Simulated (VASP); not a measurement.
Set up this calculation in VASP 6.6.1, as the native input.

- Task: single point
- Functional: PBE
- Potentials or basis: VASP PAW PBE potentials, release 64 (La)
- Cutoff: 520 eV
- k mesh: 12 × 12 × 7
- Occupations: fermi-dirac, width 0.05 eV
- Spin: no spin polarisation
- Dipole correction: no
- Further INCAR settings: ALGO = Normal; EDIFF = 1e-07; NBANDS = 18

The structure of La lies in POSCAR:

```
La
1.0
    3.8081129967      0.0000000000      0.0000000000
   -1.9040564983      3.2979225957      0.0000000000
    0.0000000000      0.0000000000      6.1163693195
La
2
Direct
    0.3333333333      0.6666666667      0.2500000000
    0.6666666667      0.3333333333      0.7500000000
```

This cell differs from its parent crystal: volume scaled by 1.02.

The input as run:

INCAR

```
ALGO = Normal
EDIFF = 1E-7
ENCUT = 520
GGA = PE
ISIF = 2
ISMEAR = -1
LASPH = T
LCHARG = T
LELF = T
LREAL = F
LVHAR = T
LWAVE = F
NBANDS = 18
NELM = 100
PREC = Accurate
SIGMA = 0.05
```

KPOINTS

```
k-points
0
Gamma
  12 12 7
```

Potentials or basis: VASP PAW PBE potentials, release 64 (La).

Launch:

```console
$ cat potpaw_PBE.64/La/POTCAR > POTCAR
$ mpirun -np 1 vasp_std > vasp.out
```

Results of the run:

```
Pressure               : -0.4 GPa
Band gap on the k mesh : zero (band 11 reaches 8.65 eV, above the bottom of band 12 at 7.32 eV)
```

Caveat: spin-orbit coupling is left out, which moves the levels of the heavy elements.

Wall time 85 s on 1 thread of Oxide Virtual Turin-like Processor, on a shared host, peak memory 0.23 GiB.
